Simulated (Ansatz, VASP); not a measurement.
Two plane-wave programs on LiH3

Contents of INCAR:

```
PREC = Accurate
ENCUT = 520
EDIFF = 1E-7
ISMEAR = 0
SIGMA = 0.1
LREAL = F
LASPH = T
NELM = 100
ALGO = Normal
ISIF = 2
LWAVE = F
LCHARG = T
GGA = PE
LELF = T
LVHAR = T
NBANDS = 16
```

KPOINTS

```
Automatic mesh
0
Gamma
  6 6 6
```

File POSCAR:

```
LiH3
1.0
   -2.1736572400      2.1736572400      3.4039297800
    2.1736572400     -2.1736572400      3.4039297800
    2.1736572400      2.1736572400     -3.4039297800
Li H
2 6
Direct
    0.2505385600      0.2505385600      0.0000000000
    0.7494614400      0.7494614400      0.0000000000
    0.5698218900      0.0698218900      0.5000000000
    0.0698218900      0.5698218900      0.5000000000
    0.4301781100      0.9301781100      0.5000000000
    0.9301781100      0.4301781100      0.5000000000
    0.7500000000      0.2500000000      0.5000000000
    0.2500000000      0.7500000000      0.5000000000
```

Input for Ansatz:

```yaml
crystal:
  lattice:
    - [-2.17365724, 2.17365724, 3.40392978]
    - [2.17365724, -2.17365724, 3.40392978]
    - [2.17365724, 2.17365724, -3.40392978]
  atoms:
    - { symbol: Li, position: [0.25053856, 0.25053856, 0.0] }
    - { symbol: Li, position: [0.74946144, 0.74946144, 0.0] }
    - { symbol: H, position: [0.56982189, 0.06982189, 0.5] }
    - { symbol: H, position: [0.06982189, 0.56982189, 0.5] }
    - { symbol: H, position: [0.43017811, 0.93017811, 0.5] }
    - { symbol: H, position: [0.93017811, 0.43017811, 0.5] }
    - { symbol: H, position: [0.75, 0.25, 0.5] }
    - { symbol: H, position: [0.25, 0.75, 0.5] }
basis:
  ecutwfc: 420
kpoints:
  mp_grid: { grid: [6, 6, 6] }
hamiltonian:
  xc: pbe
scf:
  occupations: { method: gaussian, width: 0.1 }
  lower_state_search: "off"
output:
  forces: true
  stress: true
  eigenvalues: true
```

Alike in both runs: task single point; functional PBE; k mesh 6 × 6 × 6; occupations gaussian, width 0.1 eV; no spin polarisation.

```csv
,VASP,Ansatz
version,VASP 6.6.1,Ansatz 0.2.0
potentials or method,"VASP PAW PBE potentials, release 64 (Li_sv, H), cutoff 520 eV","scalar-relativistic, plane waves, PAW"
valence electrons in the cell,12,12
```

Ansatz gave:

```
gap on the k mesh at the Fermi level (eV) : none
rms of the force components (eV/Å)        : 0.084
```

What did VASP give for the same quantities?

gap on the k mesh at the Fermi level (eV): none; rms of the force components (eV/Å): 0.087.

Atom by atom the forces differ by 0.003 eV/Å (rms over components). A gap of «none» marks a metal or a gap that the smearing closes. With one functional, cell and mesh, what is left measures potentials, basis and numerics.

Noted on VASP's run: the cutoff is under 1.25 times that of the potentials, so the pressure is a little rough.
